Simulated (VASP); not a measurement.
Al, 1 atom in the cell. Symmetry: Fm-3m, No. 225, cubic system. The conventional cell has a = 4.041 Å, b = 4.041 Å, c = 4.041 Å, α = 90.00°, β = 90.00°, γ = 90.00°. Al (site symmetry m-3m) has 12 Al at 2.86 Å within 3.8 Å. 

| Item | Value |
| --- | --- |
| Program | VASP 6.6.1 |
| Task | single point |
| Functional | PBE |
| Potentials or basis | VASP PAW PBE potentials, release 64 (Al) |
| Cutoff | 500 eV |
| k mesh | 10 × 10 × 10 |
| Occupations | fermi-dirac, width 0.1 eV |
| Spin | no spin polarisation |
| Dipole correction | no |
| Further INCAR settings | ALGO = Normal; EDIFF = 1e-06; NBANDS = 8 |

Potentials or basis: VASP PAW PBE potentials, release 64 (Al).

The run is started by

```sh
$ cat potpaw_PBE.64/Al/POTCAR > POTCAR
$ mpirun -np 1 vasp_std > vasp.out
```

Hardware: 1 thread of Intel Xeon 8259CL (shared host).

Estimate the wall time of this run.

It took 9.1 s on 1 thread of Intel Xeon 8259CL, on a shared host, peak memory 0.13 GiB. Counts: scf iterations 10, k points 47.
